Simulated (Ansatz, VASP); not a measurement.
# Two plane-wave programs on InAs

File INCAR:

```
PREC = Accurate ; ENCUT = 500
EDIFF = 1E-6 ; ISMEAR = 0
SIGMA = 0.1 ; LREAL = False
LASPH = True ; NELM = 120
ALGO = Normal ; ISIF = 2
LWAVE = False ; LCHARG = False
NBANDS = 16 ; GGA_COMPAT = False
```

KPOINTS

```
regular mesh
0
Gamma
  6 6 6
```

POSCAR

```
InAs
1.0
    0.0000000000      3.0240000000      3.0240000000
    3.0240000000      0.0000000000      3.0240000000
    3.0240000000      3.0240000000      0.0000000000
In As
1 1
Direct
    0.0000000000      0.0000000000      0.0000000000
    0.7500000000      0.7500000000      0.7500000000
```

Input for Ansatz:

```yaml
crystal:
  lattice:
    - [0.0, 3.024, 3.024]
    - [3.024, 0.0, 3.024]
    - [3.024, 3.024, 0.0]
  atoms:
    - { symbol: In, position: [0.0, 0.0, 0.0] }
    - { symbol: As, position: [0.75, 0.75, 0.75] }
basis:
  ecutwfc: 420
kpoints:
  mp_grid: { grid: [6, 6, 6] }
hamiltonian:
  xc: lda
scf:
  occupations: { method: gaussian, width: 0.1 }
output:
  forces: true
  stress: true
  eigenvalues: true
```

Alike in both runs: task single point; functional LDA; k mesh 6 × 6 × 6; occupations gaussian, width 0.1 eV; no spin polarisation.

|  | VASP | Ansatz |
| --- | --- | --- |
| version | VASP 6.6.1 | Ansatz 0.2.0 |
| potentials or method | VASP PAW LDA potentials, release 64 (In_d, As), cutoff 500 eV | scalar-relativistic, plane waves, PAW |
| valence electrons in the cell | 18 | 28 |

```csv
,VASP,Ansatz,Ansatz less VASP
gap on the k mesh at the Fermi level (eV),none,none,-
pressure (GPa),-0.4,-0.6,-0.14
```

LDA's correlation is that of Perdew and Zunger in VASP and of Perdew and Wang (1992) in Ansatz. A gap of «none» marks a metal or a gap that the smearing closes. VASP's potentials hold 18 valence electrons a cell and Ansatz's 28, so a difference there can come from the potentials and not from the codes.
